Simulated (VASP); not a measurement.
A run of VASP 6.6.1:

Contents of INCAR:

```
PREC = Accurate
ENCUT = 520
EDIFF = 1E-7
ISMEAR = 0
SIGMA = 0.011
LREAL = F
LASPH = T
NELM = 100
ALGO = Normal
ISIF = 2
LWAVE = F
LCHARG = T
GGA = PE
LELF = T
LVHAR = T
NBANDS = 18
```

File KPOINTS:

```
regular mesh
0
Gamma
  7 7 7
```

POSCAR

```
BiS
1.0
    4.0029443400      0.0000000000      0.0000000000
    0.0000000000      4.0029443400      0.0000000000
    0.0000000000      0.0000000000      4.0029443400
Bi S
1 1
Direct
    0.5000000000      0.5000000000      0.5000000000
    0.0000000000      0.0000000000      0.0000000000
```

Potentials or basis: VASP PAW PBE potentials, release 64 (Bi_d, S).

Launch:

```console
$ cat potpaw_PBE.64/Bi_d/POTCAR potpaw_PBE.64/S/POTCAR > POTCAR
$ mpirun -np 1 vasp_std > vasp.out
```

Hardware: 1 thread of Intel Xeon 8259CL, on a shared host.

Q: Estimate the wall time of this run.

A: Run time: 26 s on 1 thread of Intel Xeon 8259CL (shared host), peak memory 0.17 GiB. Counts: scf iterations 15, k points 20.
